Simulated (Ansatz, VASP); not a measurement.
Ru in VASP and in Ansatz

INCAR

```
  PREC = Accurate
  ENCUT = 520
  EDIFF = 1E-7
  ISMEAR = 0
  SIGMA = 0.15
  LREAL = F
  LASPH = T
  NELM = 60
  ALGO = Fast
  ISIF = 2
  LWAVE = F
  LCHARG = F
  GGA = PS
  NBANDS = 13
```

KPOINTS

```
Automatic mesh
0
Gamma
  24 24 24
```

Contents of POSCAR:

```
Ru
1.0
    0.0000000000      1.7061569326      2.4125059027
    1.7061569326      0.0000000000      2.4125059027
    1.7061569326      1.7061569326      0.0000000000
Ru
1
Direct
    0.0000000000      0.0000000000      0.0000000000
```

Input for Ansatz:

```yaml
crystal:
  lattice:
    - [0.0, 1.7061569326, 2.4125059027]
    - [1.7061569326, 0.0, 2.4125059027]
    - [1.7061569326, 1.7061569326, 0.0]
  atoms:
    - { symbol: Ru, position: [0.0, 0.0, 0.0] }
basis:
  ecutwfc: 420
kpoints:
  mp_grid: { grid: [24, 24, 24] }
hamiltonian:
  xc: pbesol
scf:
  occupations: { method: gaussian, width: 0.15 }
output:
  forces: true
  stress: true
  eigenvalues: true
```

Alike in both runs: task single point; functional PBEsol; k mesh 24 × 24 × 24; occupations gaussian, width 0.15 eV; no spin polarisation.

```csv
,VASP,Ansatz
version,VASP 6.6.1,Ansatz 0.2.0
potentials or method,"VASP PAW PBE potentials, release 64 (Ru_pv), cutoff 520 eV","scalar-relativistic, plane waves, PAW"
valence electrons in the cell,14,16
```

|  | VASP | Ansatz | Ansatz less VASP |
| --- | --- | --- | --- |
| gap on the k mesh at the Fermi level (eV) | none | none | - |
| pressure (GPa) | 8.1 | 7.9 | -0.19 |
| traceless stress, the component that is largest in VASP (GPa) | -48.63 | -48.35 | +0.278 |

VASP's potentials were made for PBE, not for PBEsol. A gap of «none» marks a metal or a gap that the smearing closes. VASP's potentials hold 14 valence electrons a cell and Ansatz's 16, so a difference there can come from the potentials and not from the codes.
